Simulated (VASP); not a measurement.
Runs of VASP 6.6.1 on CdSe. The structure is that of space group P6_3mc (No. 186), or close to it. The cells are those of the table. 

| cell | gap on the mesh (eV) | pressure (GPa) |
| --- | --- | --- |
| a = 4.425, b = 4.425, c = 7.216 Å, angles 90.0, 90.0, 120.0°, 4 atoms | (a) | -2.4 |
| a = 4.296, b = 4.296, c = 7.006 Å, angles 90.0, 90.0, 120.0°, 4 atoms | 1.17 | (c) |
| a = 4.383, b = 4.383, c = 7.148 Å, angles 90.0, 90.0, 120.0°, 4 atoms | (b) | -1.2 |
| a = 4.251, b = 4.251, c = 6.933 Å, angles 90.0, 90.0, 120.0°, 4 atoms | 1.24 | 4.0 |

Alike in all rows: task single point; level r2SCAN; potentials or basis VASP PAW PBE potentials, release 64 (Cd, Se); no spin polarisation; k mesh 9 × 9 × 4; cutoff (eV) 520; smearing gaussian 0.02 eV.

**Question.** Estimate the missing entries.

**Answer.** (a) 0.95; (b) 1.02; (c) 2.0.

Caveats: the PAW data sets were made with another functional, which shifts forces and pressure a little; the cell stands under pressure (at least some runs).

A k mesh can miss the band edges, and the runs leave out spin-orbit coupling on Cd, Se.
